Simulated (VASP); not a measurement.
Write the native input for VASP 6.6.1 that does the following.

```
Task                   : relaxation of cell and atoms
Functional             : PBE
Potentials or basis    : VASP PAW PBE potentials, release 64 (Sn_d, P)
Cutoff                 : 600 eV
k mesh                 : 8 × 8 × 8
Occupations            : gaussian, width 0.1 eV
Spin                   : no spin polarisation
Dipole correction      : no
Further INCAR settings : ALGO = Normal; EDIFF = 1e-06; IBRION = 2; EDIFFG = -0.01; NSW = 100; ISIF = 3
```

The structure of SnP4 lies in POSCAR:

```
SnP4
1.0
    5.0481937699      0.0000000000      0.0000000000
    0.0000000000      5.0481937699      0.0000000000
    0.0000000000      0.0000000000      5.0481937699
Sn P
1 4
Direct
    0.5000000000      0.5000000000      0.5000000000
    0.1574882636      0.1574882636      0.1574882636
    0.8425117364      0.8425117364      0.1574882636
    0.8425117364      0.1574882636      0.8425117364
    0.1574882636      0.8425117364      0.8425117364
```

The cell was generated, and may not be a known phase.

The input as run:

INCAR

```
ALGO = Normal ; EDIFF = 1E-6
EDIFFG = -0.01 ; ENCUT = 600
GGA = PE ; IBRION = 2
ISIF = 3 ; ISMEAR = 0
LASPH = True ; LCHARG = False
LREAL = False ; LWAVE = False
NELM = 80 ; NSW = 100
PREC = Accurate ; SIGMA = 0.1
```

KPOINTS

```
k-points
0
Gamma
  8 8 8
```

Potentials or basis: VASP PAW PBE potentials, release 64 (Sn_d, P).

The run is started by

```sh
$ cat potpaw_PBE.64/Sn_d/POTCAR potpaw_PBE.64/P/POTCAR > POTCAR
$ mpirun -np 1 vasp_std > vasp.out
```

It gave:

| Property | Result |
| --- | --- |
| Relaxed volume | 26.43 Å³/atom |
| Relaxed cell | a = 5.094 Å, b = 5.094 Å, c = 5.094 Å, α = 90.00°, β = 90.00°, γ = 90.00° |
| Space group after relaxing (to 0.1 Å) | P-43m (No. 215) |
| Energy gained by relaxing | 1.5 meV/atom |
| Ionic steps | 8 |
| Pressure after relaxing | 0.0 GPa |
| Band gap on the k mesh | zero (bands 17 and 18 overlap by 2.85 eV) |

Caveat: spin-orbit coupling is left out, which moves the levels of the heavy elements.

It took 3.4 min on 1 thread of AMD EPYC 9R45 96-Core Processor (Zen 5), with other jobs on the host, peak memory 0.28 GiB.
